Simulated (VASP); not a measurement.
# W (Cmme) in VASP: notebook

The runs below take W through single point, with LDA.

All numbers are computed with VASP 6.6.1; they aren't measurements. Logs are shortened: lines on timing, memory, paths and dates and some standing lists are left out, and cuts for length are marked.

## Step 1: The cell of the first run

Symmetry: Cmme, No. 67, orthorhombic system. Conventional cell: a = 3.195 Å, b = 4.518 Å, c = 9.786 Å, α = 90.00°, β = 90.00°, γ = 90.00°. Within 3.6 Å of W (site symmetry mm2) lie 12 W at 2.77 to 3.41 Å. W (site symmetry mm2) has 14 W at 2.77 to 3.19 Å within 3.6 Å.

## Step 2: Single point, LDA (the distance across one plane changed)

The input, INCAR:

```
SYSTEM = W
ALGO = Fast
EDIFF = 1E-7
ENCUT = 520
ISIF = 2
ISMEAR = 0
LASPH = .True.
LCHARG = .False.
LREAL = .False.
LWAVE = .False.
NBANDS = 36
NELM = 60
PREC = Accurate
SIGMA = 0.15
```

The input, KPOINTS:

```
k-points
0
Gamma
  18 18 5
  0 0 0
```

The input, POSCAR:

```
W
1.0
   -1.5973000000      1.5973000000     -1.5973000000
   -1.5973000000     -1.5973000000      1.5973000000
    0.0000000000      6.9195300859      6.9195300859
W
4
Direct
    0.0000000000      0.0000000000      0.8079378123
    0.5000000000      0.5000000000      0.1154196875
    0.0000000000      0.0000000000      0.3462590624
    0.5000000000      0.5000000000      0.5770984374
```

Potentials or basis: VASP PAW LDA potentials, release 64 (W_sv).

Launch:

```console
> cat potpaw_LDA.64/W_sv/POTCAR > POTCAR
> mpirun -np 1 vasp_std > vasp.out
```

OUTCAR:

```text
SYSTEM = W
   EDIFF = 1E-7
   ENCUT = 520
   ISIF = 2
   ISMEAR = 0
   LASPH = .True.
   LREAL = .False.
   NELM = 60
   PREC = Accurate

 ion  position               nearest neighbor table
   1  0.000  0.000  0.808-   4 2.77   4 2.77   4 3.19   4 3.19   2 3.41   2 3.41
   2  0.500  0.500  0.115-   3 2.77   3 2.77   3 3.19   3 3.19   1 3.41   1 3.41
   3  0.000  0.000  0.346-   2 2.77   2 2.77   4 2.77   4 2.77   2 3.19   2 3.19   4 3.19   4 3.19

   4  0.500  0.500  0.577-   1 2.77   1 2.77   3 2.77   3 2.77   1 3.19   1 3.19   3 3.19   3 3.19

  LATTYP: Found a base centered orthorhombic cell.
 ALAT       =     3.1946000000
 B/A-ratio  =     1.4142135624
 C/A-ratio  =     3.0631983011

  Lattice vectors:

 A1 = (  -1.5973000000,   1.5973000000,  -1.5973000000)
 A2 = (  -1.5973000000,  -1.5973000000,   1.5973000000)
 A3 = (   0.0000000000,   6.9195300859,   6.9195300859)

Analysis of symmetry for initial positions (statically):
=====================================================================
 Subroutine PRICEL returns:
 Original cell was already a primitive cell.

 Routine SETGRP: Setting up the symmetry group for a
 base centered orthorhombic supercell.

 Subroutine GETGRP returns: Found  8 space group operations
 (whereof  4 operations were pure point group operations)
 out of a pool of  8 trial point group operations.

The static configuration has the point symmetry C_2v.
 The point group associated with its full space group is D_2h.

Analysis of symmetry for dynamics (positions and initial velocities):
=====================================================================
 Subroutine PRICEL returns:
 Original cell was already a primitive cell.

 Routine SETGRP: Setting up the symmetry group for a
 base centered orthorhombic supercell.

 Subroutine GETGRP returns: Found  8 space group operations
 (whereof  4 operations were pure point group operations)
 out of a pool of  8 trial point group operations.

The dynamic configuration has the point symmetry C_2v.
 The point group associated with its full space group is D_2h.

 Subroutine INISYM returns: Found  8 space group operations
 (whereof  4 operations are pure point group operations),
 and found     1 'primitive' translations

----------------------------------------------------------------------------------------

                                     Primitive cell

  volume of cell :      70.6171

  direct lattice vectors                    reciprocal lattice vectors
    -1.597300000  1.597300000 -1.597300000    -0.313028235  0.156514118 -0.156514118
    -1.597300000 -1.597300000  1.597300000    -0.313028235 -0.156514118  0.156514118
     0.000000000  6.919530086  6.919530086     0.000000000  0.072259242  0.072259242

  length of vectors
     2.766604755  2.766604755  9.785693293     0.383379726  0.383379726  0.102190000

  position of ions in fractional coordinates (direct lattice)
     0.000000000  0.000000000  0.807937812
     0.500000000  0.500000000  0.115419688
     0.000000000  0.000000000  0.346259062
     0.500000000  0.500000000  0.577098437

  ion indices of the primitive-cell ions
   primitive index   ion index
                 1           1
                 2           2
                 3           3
                 4           4

----------------------------------------------------------------------------------------

 KPOINTS: k-points

Automatic generation of k-mesh.
 Grid dimensions read from file:
 generate k-points for:   18   18    5

 Generating k-lattice:

  Cartesian coordinates                     Fractional coordinates (reciprocal lattice)
    -0.017390458  0.008695229 -0.008695229     0.055555556  0.000000000  0.000000000
    -0.017390458 -0.008695229  0.008695229     0.000000000  0.055555556  0.000000000
     0.000000000  0.014451848  0.014451848     0.000000000  0.000000000  0.200000000

  Length of vectors
     0.021298874  0.021298874  0.020438000

  Shift w.r.t. Gamma in fractional coordinates (k-lattice)
     0.000000000  0.000000000  0.000000000

 Subroutine IBZKPT returns following result:
 ===========================================

 Found    273 irreducible k-points:

 Following reciprocal coordinates:
            Coordinates               Weight
  0.000000  0.000000  0.000000      1.000000
  0.055556  0.000000  0.000000      4.000000
  0.111111  0.000000  0.000000      4.000000
  0.166667  0.000000  0.000000      4.000000
  0.222222  0.000000  0.000000      4.000000
  0.277778  0.000000  0.000000      4.000000
[... 16 lines left out ...]
 -0.277778  0.055556  0.000000      4.000000
 -0.222222  0.055556  0.000000      4.000000
 [... further k-points ...]
   k-points           NKPTS =    273   k-points in BZ     NKDIM =    273   number of bands    NBANDS=     36
   number of dos      NEDOS =    301   number of ions     NIONS =      4
   total plane-waves  NPLWV =  46080
   dimension x,y,z NGX =    24 NGY =   24 NGZ =   80
[... 43 lines left out ...]
   LEPSILON=     F    determine dielectric tensor
   LRPA    =     F    only Hartree local field effects (RPA)
 non-spin polarized calculation
 RMM-DIIS sequential band-by-band and
 Gauss-broadening in eV      SIGMA  =   0.15
  energy-cutoff  :      520.00
  volume of cell :       70.62
 maximum number of plane-waves:      1924
 NGX is ok and might be reduce to    24
   NGX = 11   NGY = 11   NGZ = 37

 number of electron      55.9999993 magnetization

 Free energy of the ion-electron system (eV)
  ---------------------------------------------------
  ext. energy  EPLUGINS =         0.00000000
  ---------------------------------------------------
  free energy    TOTEN  =       -54.81492037 eV

  energy without entropy =      -54.78797359  energy(sigma->0) =      -54.80144698

 E-fermi :   9.7498     XC(G=0): -13.1747

 val. band max:        9.7467499573   @ k =   0.3889   0.0556   0.0000
 cond. band min:       9.7503785925   @ k =   0.0556   0.0000   0.0000
 fundamental gap:      0.0036286352
 Fermi energy:         9.7497652016

 k-point     1 :       0.0000    0.0000    0.0000
  band No.  band energies     occupation
      1     -64.0661      2.00000
      2     -64.0552      2.00000
      3     -63.9933      2.00000
      4     -63.9397      2.00000
      5     -28.9909      2.00000
      6     -28.6984      2.00000
[... 28 lines left out ...]
     35      11.9211      0.00000
     36      12.1498      0.00000

 k-point     2 :       0.0556    0.0000    0.0000
  band No.  band energies     occupation
      1     -64.0638      2.00000
      2     -64.0532      2.00000
      3     -63.9915      2.00000
      4     -63.9385      2.00000
      5     -28.9817      2.00000
      6     -28.6985      2.00000
[... 28 lines left out ...]
     35      11.8868      0.00000
     36      12.2180      0.00000

 k-point     3 :       0.1111    0.0000    0.0000
  band No.  band energies     occupation
      1     -64.0571      2.00000
      2     -64.0475      2.00000
      3     -63.9862      2.00000
      4     -63.9352      2.00000
      5     -28.9549      2.00000
      6     -28.7007      2.00000
[... 28 lines left out ...]
     35      11.7848      0.00000
     36      12.3212      0.00000

 k-point     4 :       0.1667    0.0000    0.0000
  band No.  band energies     occupation
      1     -64.0469      2.00000
      2     -64.0387      2.00000
      3     -63.9780      2.00000
      4     -63.9303      2.00000
      5     -28.9130      2.00000
      6     -28.7112      2.00000
[... 28 lines left out ...]
     35      11.9592      0.00000
     36      12.3633      0.00000

 k-point     5 :       0.2222    0.0000    0.0000
  band No.  band energies     occupation
      1     -64.0343      2.00000
      2     -64.0278      2.00000
      3     -63.9677      2.00000
      4     -63.9246      2.00000
      5     -28.8617      2.00000
      6     -28.7412      2.00000
[... 655 lines left out ...]
 k-point    22 :      -0.3333    0.0556    0.0000
  band No.  band energies     occupation
      1     -64.0097      2.00000
      2     -64.0057      2.00000
      3     -63.9455      2.00000
      4     -63.9105      2.00000
      5     -28.8523      2.00000
      6     -28.8364      2.00000
[... 28 lines left out ...]
     35      12.5162      0.00000
     36      12.5629      0.00000

 k-point    23 :      -0.2778    0.0556    0.0000
  band No.  band energies     occupation
      1     -64.0227      2.00000
      2     -64.0168      2.00000
      3     -63.9567      2.00000
      4     -63.9152      2.00000
      5     -28.8364      2.00000
      6     -28.7694      2.00000
[... 28 lines left out ...]
     35      12.2785      0.00000
     36      12.5140      0.00000

 k-point    24 :      -0.2222    0.0556    0.0000
  band No.  band energies     occupation
      1     -64.0359      2.00000
      2     -64.0282      2.00000
      3     -63.9677      2.00000
      4     -63.9213      2.00000
      5     -28.8834      2.00000
      6     -28.7141      2.00000
[... 28 lines left out ...]
     35      11.7634      0.00000
     36      12.5765      0.00000

 [... further k-points ...]
[... 5 lines left out ...]
  --------------------------------------------------------------------------------------
  -------------------------------------------------------------------------------------
  Total       -9.5000139    -11.1211526    -11.1211526     -0.0000000     -1.6326267      0.0000000
  in kB     -215.5386931   -252.3194941   -252.3194941     -0.0000000    -37.0414434      0.0000000
  external PRESSURE =    -240.0592271 kB  Pullay stress =       0.0000000 kB

 VOLUME and BASIS-vectors are now :
 -----------------------------------------------------------------------------
  energy-cutoff  :      520.00
  volume of cell :       70.62
      direct lattice vectors                 reciprocal lattice vectors
    -1.597300000  1.597300000 -1.597300000    -0.313028235  0.156514118 -0.156514118
    -1.597300000 -1.597300000  1.597300000    -0.313028235 -0.156514118  0.156514118
     0.000000000  6.919530086  6.919530086     0.000000000  0.072259242  0.072259242

 POSITION                                       TOTAL-FORCE (eV/Angst)
 -----------------------------------------------------------------------------------
      0.00000      5.59055      5.59055        -0.000000      0.797655      0.797655
     -1.59730      0.79865      0.79865        -0.000000     -0.797655     -0.797655
      0.00000      2.39595      2.39595         0.000000     -0.220313     -0.220313
     -1.59730      3.99325      3.99325        -0.000000      0.220313      0.220313
 -----------------------------------------------------------------------------------
    total drift:                                0.000000     -0.000003     -0.000003

  FREE ENERGIE OF THE ION-ELECTRON SYSTEM (eV)
  ---------------------------------------------------
  free  energy   TOTEN  =       -54.8149203742 eV

  energy  without entropy=      -54.7879735909  energy(sigma->0) =      -54.80144698
```

It took 9.2 min on 1 thread of AMD EPYC 9R45 (Zen 5), shared host; peak memory 0.51 GiB.

Results:

```
Free energy            : -54.8149 eV
Pressure               : -24.0 GPa
Largest force          : 1.128 eV/Å
Band gap on the k mesh : zero (bands 28 and 29 overlap by 2.09 eV)
```

Forces on the atoms (eV/Å):
```
W    0.000  0.798  0.798
W    0.000 -0.798 -0.798
W    0.000 -0.220 -0.220
W    0.000  0.220  0.220
```

Caveat: the cell differs from its parent crystal (the distance across one plane changed); the cell stands under tension; spin-orbit coupling is left out, which moves the levels of the heavy elements; forces of over 1 eV/Å act on the atoms, so gaps and moduli don't describe the material at rest.

## Step 3: Single point, LDA (the distance across one plane changed)

The input, INCAR:

```
SYSTEM = W
  ALGO = Fast
  EDIFF = 1E-6
  ENCUT = 520
  GGA = CA
  ISIF = 2
  ISMEAR = 0
  LASPH = .TRUE.
  LCHARG = .FALSE.
  LREAL = .FALSE.
  LWAVE = .FALSE.
  NBANDS = 36
  NELM = 80
  PREC = Accurate
  SIGMA = 0.15
```

The input, KPOINTS:

```
k-points
0
G
  18 18 5
  0 0 0
```

The input, POSCAR:

```
W
1.0
   -1.5973000000      1.5973000000     -1.5973000000
   -1.5973000000     -1.5973000000      1.5973000000
    0.0000000000      7.0963067812      7.0963067812
W
4
Direct
    0.0000000000      0.0000000000      0.7878112055
    0.5000000000      0.5000000000      0.1125444579
    0.0000000000      0.0000000000      0.3376333738
    0.5000000000      0.5000000000      0.5627222897
```

Potentials or basis: VASP PAW LDA potentials, release 64 (W_sv).

Launch:

```console
> cat potpaw_LDA.64/W_sv/POTCAR > POTCAR
> mpirun -np 1 vasp_std > vasp.out
```

It took 7.6 min on 1 thread of AMD EPYC 9R45 (Zen 5), shared host; peak memory 0.52 GiB.

Results (log left out):

```yaml
Free_energy: -54.3187 eV
Pressure: -23.9 GPa
Largest_force: 0.681 eV/Å
Band_gap_on_the_k_mesh: zero (bands 28 and 29 overlap by 2.08 eV)
```

Forces on the atoms (eV/Å):
```
W    0.000  0.482  0.482
W    0.000 -0.482 -0.482
W    0.000 -0.288 -0.288
W    0.000  0.288  0.288
```

Stress tensor (GPa, compression positive):
```
-22.42   0.00   0.00
  0.00 -24.66  -3.08
  0.00  -3.08 -24.66
```

Levels at points of the mesh, in eV from the Fermi level:
| k point | band 24 | band 25 | band 26 | band 27 | band 28 | band 29 | band 30 | band 31 | band 32 | band 33 |
| --- | --- | --- | --- | --- | --- | --- | --- | --- | --- | --- |
| (0.00, 0.00, 0.00) | -1.94 | -1.37 | -1.37 | -1.26 | -0.71 | 0.18 | 0.92 | 1.53 | 1.73 | 1.99 |
| (0.50, 0.00, 0.00) | -2.89 | -1.72 | -1.72 | 0.82 | 0.82 | 1.80 | 1.80 | 2.06 | 2.06 | 2.65 |
| (0.50, 0.50, 0.00) | -2.49 | -1.16 | 0.38 | 0.46 | 0.64 | 1.26 | 1.42 | 1.43 | 3.88 | 4.27 |

Caveat: the cell differs from its parent crystal (the distance across one plane changed); the cell stands under tension; spin-orbit coupling is left out, which moves the levels of the heavy elements.

## Step 4: Single point, LDA (the distance across one plane changed)

Edit INCAR of step 3 so:

```diff
@@ -12,3 +12,3 @@
   NBANDS = 36
-  NELM = 80
+  NELM = 60
   PREC = Accurate
```

KPOINTS is that of step 3.

The input, POSCAR:

```
W
1.0
   -1.5973000000      1.5973000000     -1.5973000000
   -1.5973000000     -1.5973000000      1.5973000000
    0.0000000000      7.4498601718      7.4498601718
W
4
Direct
    0.0000000000      0.0000000000      0.7504234806
    0.5000000000      0.5000000000      0.1072033544
    0.0000000000      0.0000000000      0.3216100631
    0.5000000000      0.5000000000      0.5360167718
```

Launch:

```console
> cat potpaw_LDA.64/W_sv/POTCAR > POTCAR
> mpirun -np 1 vasp_std > vasp.out
```

It took 7.9 min on 1 thread of Intel Xeon Platinum 8488C (Sapphire Rapids), shared host; peak memory 0.56 GiB.

The run converged. Its results:

```yaml
Free_energy: -53.6151 eV
Pressure: -22.7 GPa
Largest_force: 0.532 eV/Å
Band_gap_on_the_k_mesh: zero (bands 28 and 29 overlap by 1.97 eV)
```

Forces on the atoms (eV/Å):
```
W    0.000 -0.132 -0.132
W    0.000  0.132  0.132
W    0.000 -0.376 -0.376
W    0.000  0.376  0.376
```

Stress tensor (GPa, compression positive):
```
-23.22   0.00   0.00
  0.00 -22.39  -1.09
  0.00  -1.09 -22.39
```

Levels at points of the mesh, in eV from the Fermi level:
```
           k point  band 25  band 26  band 27  band 28  band 29  band 30  band 31  band 32
(0.00, 0.00, 0.00)    -1.39    -1.36    -1.28    -0.69     0.11     0.87     1.44     1.70
(0.50, 0.00, 0.00)    -1.53    -1.53     0.88     0.88     1.75     1.75     2.09     2.09
(0.50, 0.50, 0.00)    -1.23     0.48     0.69     0.87     1.04     1.37     1.53     3.71
```

Caveat: the cell differs from its parent crystal (the distance across one plane changed); the cell stands under tension; spin-orbit coupling is left out, which moves the levels of the heavy elements.

## Step 5: Single point, LDA (the distance across one plane changed)

The input, INCAR:

```
  PREC = Accurate
  ENCUT = 520
  EDIFF = 1E-6
  ISMEAR = 0
  SIGMA = 0.15
  LREAL = F
  LASPH = T
  NELM = 60
  ALGO = Fast
  ISIF = 2
  LWAVE = F
  LCHARG = F
  NBANDS = 36
```

The input, KPOINTS:

```
regular mesh
0
Gamma
  18 18 5
```

The input, POSCAR:

```
W
1.0
   -1.5973000000      1.5973000000     -1.5973000000
   -1.5973000000     -1.5973000000      1.5973000000
    0.0000000000      7.8034135624      7.8034135624
W
4
Direct
    0.0000000000      0.0000000000      0.7164236466
    0.5000000000      0.5000000000      0.1023462352
    0.0000000000      0.0000000000      0.3070387057
    0.5000000000      0.5000000000      0.5117311761
```

Launch:

```console
> cat potpaw_LDA.64/W_sv/POTCAR > POTCAR
> mpirun -np 1 vasp_std > vasp.out
```

Wall time 8.6 min (1 thread of Intel Xeon Platinum 8488C (Sapphire Rapids), shared host); peak memory 0.58 GiB.

The run converged. Its results:

```
Free energy            : -53.2265 eV
Pressure               : -21.2 GPa
Largest force          : 0.741 eV/Å
Band gap on the k mesh : zero (bands 28 and 29 overlap by 1.99 eV)
```

Forces on the atoms (eV/Å):
```
W    0.000 -0.524 -0.524
W    0.000  0.524  0.524
W    0.000 -0.420 -0.420
W    0.000  0.420  0.420
```

Stress tensor (GPa, compression positive):
```
-23.06   0.00   0.00
  0.00 -20.25   0.55
  0.00   0.55 -20.25
```

Levels at points of the mesh, in eV from the Fermi level:
| k point | band 24 | band 25 | band 26 | band 27 | band 28 | band 29 | band 30 | band 31 | band 32 | band 33 |
| --- | --- | --- | --- | --- | --- | --- | --- | --- | --- | --- |
| (0.00, 0.00, 0.00) | -1.84 | -1.40 | -1.38 | -1.30 | -0.70 | 0.10 | 0.84 | 1.14 | 1.68 | 1.81 |
| (0.50, 0.00, 0.00) | -2.84 | -1.42 | -1.42 | 0.87 | 0.87 | 1.74 | 1.74 | 2.10 | 2.10 | 2.49 |
| (0.50, 0.50, 0.00) | -2.15 | -1.27 | 0.45 | 0.81 | 0.87 | 0.95 | 1.38 | 1.73 | 3.62 | 3.76 |

Caveat: the cell differs from its parent crystal (the distance across one plane changed); the cell stands under tension; spin-orbit coupling is left out, which moves the levels of the heavy elements.

## Step 6: Overview

```csv
cell,further INCAR settings,gap on the mesh (eV),pressure (GPa),largest force (eV/Å)
"a = 2.767, b = 2.767, c = 9.786 Å, angles 90.0, 90.0, 109.5°, 4 atoms",ALGO = Fast; EDIFF = 1e-07; NBANDS = 36,none,-24.0,1.13
"a = 2.767, b = 2.767, c = 10.036 Å, angles 90.0, 90.0, 109.5°, 4 atoms",ALGO = Fast; EDIFF = 1e-06; NBANDS = 36,none,-23.9,0.68
"a = 2.767, b = 2.767, c = 10.536 Å, angles 90.0, 90.0, 109.5°, 4 atoms",ALGO = Fast; EDIFF = 1e-06; NBANDS = 36,none,-22.7,0.53
"a = 2.767, b = 2.767, c = 11.036 Å, angles 90.0, 90.0, 109.5°, 4 atoms",ALGO = Fast; EDIFF = 1e-06; NBANDS = 36,none,-21.2,0.74
```

Alike in all rows: task single point; level LDA; potentials or basis VASP PAW LDA potentials, release 64 (W_sv); no spin polarisation; k mesh 18 × 18 × 5; cutoff (eV) 520; smearing gaussian 0.15 eV.

Caveats: the cell stands under tension; spin-orbit coupling is left out, which moves the levels of the heavy elements; forces of over 1 eV/Å act on the atoms, so gaps and moduli don't describe the material at rest (at least some runs).

Absolute energies hang on the potentials; compare differences alone.
